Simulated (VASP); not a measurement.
**Cd5HgSe6: single point with PBE**

Cd5HgSe6:

```
CELL_PARAMETERS angstrom
4.39074 0.00000 0.00000
-2.19537 3.80250 0.00000
0.00000 0.00000 21.50052
ATOMIC_POSITIONS crystal
Cd 0.33333 0.66667 0.00095
Cd 0.33333 0.66667 0.66865
Cd 0.66667 0.33333 0.16698
Cd 0.66667 0.33333 0.50237
Cd 0.66667 0.33333 0.83479
Hg 0.33333 0.66667 0.33536
Se 0.33333 0.66667 0.12604
Se 0.33333 0.66667 0.46145
Se 0.33333 0.66667 0.79373
Se 0.66667 0.33333 0.29226
Se 0.66667 0.33333 0.62755
Se 0.66667 0.33333 0.95987
```

```yaml
Program: VASP 6.6.1
Task: single point
Functional: PBE
Potentials_or_basis: VASP PAW PBE potentials, release 64 (Cd, Hg, Se)
Cutoff: 520 eV
k_mesh: 6 × 6 × 1
Occupations: gaussian, width 0.1 eV
Spin: no spin polarisation
```

```json
{
  "Pressure": "0.3 GPa",
  "Largest force": "0.012 eV/Å",
  "Band gap on the k mesh": "0.14 eV, direct"
}
```

Forces in eV/Å, atoms in the order of the input:
```
Cd   0.000  0.000 -0.005
Cd   0.000  0.000  0.002
Cd   0.000  0.000 -0.003
Cd   0.000  0.000  0.007
Cd   0.000  0.000 -0.001
Hg   0.000  0.000  0.012
Se   0.000  0.000  0.006
Se   0.000  0.000 -0.007
Se   0.000  0.000  0.000
Se   0.000  0.000 -0.007
Se   0.000  0.000 -0.006
Se   0.000  0.000  0.003
```

Levels at points of the mesh, in eV from the valence-band top:
| k point | band 50 | band 51 | band 52 | band 53 | band 54 | band 55 | band 56 | band 57 | band 58 | band 59 |
| --- | --- | --- | --- | --- | --- | --- | --- | --- | --- | --- |
| (0.00, 0.00, 0.00) | -0.26 | -0.26 | -0.14 | 0.00 | 0.00 | 0.14 | 1.38 | 1.74 | 1.90 | 2.03 |
| (0.50, 0.00, 0.00) | -1.17 | -1.12 | -1.07 | -1.05 | -0.78 | 2.12 | 2.55 | 2.80 | 3.02 | 3.11 |

Wall time 9 min on 1 thread of AMD EPYC 7R13 Processor (Zen 3), on a shared host, peak memory 0.49 GiB.

Caveat: spin-orbit coupling is left out, which moves the levels of the heavy elements.
